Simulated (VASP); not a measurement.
A run of VASP 6.6.1 is set up as follows.

INCAR

```
PREC = Accurate
ENCUT = 520
EDIFF = 1E-7
ISMEAR = -1
SIGMA = 0.05
LREAL = False
LASPH = True
NELM = 60
ALGO = Normal
ISIF = 2
LWAVE = False
LCHARG = False
GGA = CA
NBANDS = 15
```

The input KPOINTS:

```
Automatic mesh
0
Gamma
  9 9 9
```

Contents of POSCAR:

```
KF
1.0
    0.0000000000      2.7242525196      2.7242525196
    2.7242525196      0.0000000000      2.7242525196
    2.7242525196      2.7242525196      0.0000000000
K F
1 1
Direct
    0.0000000000      0.0000000000      0.0000000000
    0.5000000000      0.5000000000      0.5000000000
```

Potentials or basis: VASP PAW LDA potentials, release 64 (K_sv, F).

Command:

```sh
$ cat potpaw_LDA.64/K_sv/POTCAR potpaw_LDA.64/F/POTCAR > POTCAR
$ mpirun -np 1 vasp_std > vasp.out
```

**Question.** Predict the pressure.

**Answer.** -4.7 GPa.

**Question.** Predict the band gap on the k mesh.

**Answer.** 5.51 eV.

Caveat: the cell stands under tension; an odd mesh through Γ misses points on the zone boundary, where band edges can lie. A hybrid or GW would open this gap; LDA tends to underestimate it.
